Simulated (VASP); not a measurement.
The system is C.

```
C
1.0
     3.34383    0.00000    0.00000
    -1.67191    2.89584    0.00000
     0.00000    0.00000    2.04977
C
3
Direct
  0.00000 0.00000 0.00000
  0.33333 0.66667 0.50000
  0.66667 0.33333 0.50000
```

| Property | Result |
| --- | --- |
| Program | VASP 6.6.1 |
| Task | relaxation of cell and atoms |
| Functional | LDA |
| Potentials or basis | VASP PAW LDA potentials, release 64 (C) |
| Cutoff | 600 eV |
| k mesh | 11 × 11 × 15 |
| Occupations | fermi-dirac, width 0.1 eV |
| Spin | no spin polarisation |

At the start: pressure -11.9 GPa; volume 6.62 Å³/atom.

Question: Where does the relaxation end?

Answer: Over 32 steps the energy falls by 2865.8 meV/atom and the volume is 8.75 Å³/atom (+32.3 %); space group P6/mmm (No. 191, to 0.05 Å).

The path:
```tsv
step	energy change (eV)	largest force (eV/Å)	pressure (GPa)	volume (Å³)
1	0.0000	0.0000	-11.87	19.85
2	-0.1132	0.0000	2.79	18.47
3	-0.1427	0.0000	17.29	17.48
4	-0.1800	0.0000	20.53	17.28
5	-0.2786	0.0000	31.26	16.67
6	-0.4295	0.0000	61.22	15.42
7	0.0773	0.0000	225.65	12.82
8	-0.4324	0.0000	73.50	15.06
9	-0.4794	0.0000	75.05	15.00
10	-0.6764	0.0000	81.66	14.80
11	-1.1589	0.0000	110.34	14.34
12	-1.3137	0.0000	311.94	13.18
13	-1.5482	0.0000	151.30	13.96
14	-1.8468	0.0000	217.00	13.59
15	-1.8085	0.0000	237.44	13.50
16	-1.8647	0.0000	251.19	13.49
17	-1.8833	0.0000	275.23	13.48
18	-2.0249	0.0000	270.81	13.57
19	-2.4273	0.0000	257.81	13.82
20	-3.1402	0.0000	235.32	14.34
21	-4.2854	0.0000	199.80	15.40
22	-5.8667	0.0000	154.99	17.62
23	-6.7516	0.0000	105.70	22.40
24	-8.4864	0.0000	20.47	25.43
25	-8.5833	0.0000	-7.20	26.95
26	-8.5954	0.0000	-1.14	26.58
27	-8.5951	0.0000	0.35	26.49
28	-8.5959	0.0000	0.49	26.43
29	-8.5971	0.0000	0.91	26.26
30	-8.5972	0.0000	1.04	26.21
31	-8.5975	0.0000	-0.19	26.27
32	-8.5975	0.0000	0.04	26.26
```

Final structure:
```xyz
3
Lattice="4.8747 0.0000 0.0000 -2.4373 4.2216 0.0000 0.0000 0.0000 1.2760" Properties=species:S:1:pos:R:3 pbc="T T T"
C     0.0000    0.0000    0.0000
C     0.0000    2.8144    0.6380
C     2.4373    1.4072    0.6380
```

Caveat: the volume moved by over 15 % at a fixed basis, so the end points are rough.
